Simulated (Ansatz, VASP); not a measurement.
Two plane-wave programs on Lu

```xyz
1
Lattice="-1.9629 1.9629 1.9629 1.9629 -1.9629 1.9629 1.9629 1.9629 -1.9629" Properties=species:S:1:pos:R:3 pbc="T T T"
Lu    0.0000    0.0000    0.0000
```

Change from the starting cell: volume scaled by 1.02, PAW files.

Alike in both runs: task electric field gradients; functional PBE; k mesh 15 × 15 × 15; occupations fermi-dirac, width 0.08 eV; no spin polarisation.

|  | VASP | Ansatz |
| --- | --- | --- |
| version | VASP 6.6.1 | Ansatz 0.2.0 |
| potentials or method | VASP PAW PBE potentials, release 64 (Lu) | PAW with Ansatz's default frozen-core files, scalar-relativistic |
| plane-wave cutoff (eV) | 520 | 420 |
| valence electrons in the cell | 25 | 25 |

|  | VASP | Ansatz | Ansatz less VASP |
| --- | --- | --- | --- |
| pressure (GPa) | -0.7 | -0.8 | -0.12 |

The functional is the same, so the differences come from potentials, cutoffs and numerics.

Neither program's run includes spin-orbit coupling.
